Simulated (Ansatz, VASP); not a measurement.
# One calculation of P, two programs

```
CELL_PARAMETERS angstrom
4.48655 0.00000 0.00000
0.00000 4.48655 0.00000
0.00000 0.00000 4.48745
ATOMIC_POSITIONS crystal
P 0.00000 0.00000 0.00000
```

Change from the starting cell: strain +0.050 along x and y, +0.025 along z, atoms carried along.

Alike in both runs: task single point; functional PBEsol; k mesh 12 × 12 × 12; occupations gaussian, width 0.15 eV; no spin polarisation.

|  | VASP | Ansatz |
| --- | --- | --- |
| version | VASP 6.6.1 | Ansatz 0.2.0 |
| potentials or method | VASP PAW PBE potentials, release 64 (P), cutoff 520 eV | scalar-relativistic, plane waves, PAW |
| valence electrons in the cell | 5 | 5 |

|  | VASP | Ansatz | Ansatz less VASP |
| --- | --- | --- | --- |
| gap on the k mesh at the Fermi level (eV) | none | none | - |
| pressure (GPa) | -2.9 | -2.9 | +0.01 |

VASP's potentials were made for PBE, not for PBEsol. A gap of «none» marks a metal or a gap that the smearing closes. With one functional, cell and mesh, what is left measures potentials, basis and numerics.
